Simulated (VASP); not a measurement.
## GaN: single point with HF

The system is GaN.

```
Ga N
1.0
     2.91703    0.00000    0.00000
    -1.45851    2.52622    0.00000
     0.00000    0.00000    2.63403
Ga N
1 1
Direct
  0.66667 0.33333 0.50000
  0.00000 0.00000 0.00000
```

- Program: VASP 6.6.1
- Task: single point
- Functional: HF
- Potentials or basis: VASP PAW PBE potentials, release 64 (Ga_d, N)
- Cutoff: 520 eV
- k mesh: 5 × 5 × 5
- Occupations: fermi-dirac, width 0.05 eV
- Spin: no spin polarisation

The pressure is 1.4 GPa and the band gap on the k mesh is 8.26 eV, indirect (least direct gap 9.94 eV).

Stress tensor (GPa, compression positive):
```
1.21 0.00 0.00
0.00 1.21 0.00
0.00 0.00 1.72
```

Levels at points of the mesh, in eV from the valence-band top:
```csv
k point,band 7,band 8,band 9,band 10,band 11,band 12
"(0.00, 0.00, 0.00)",-2.13,-1.61,-1.61,8.35,19.16,19.16
```

It took 16 min on 1 thread of Intel Xeon 6975P-C, on a shared host, peak memory 0.14 GiB.

Caveat: the k points lie up to 0.50 Å⁻¹ apart; the PAW data sets were made with another functional, which shifts forces and pressure a little. A k mesh can miss the band edges.
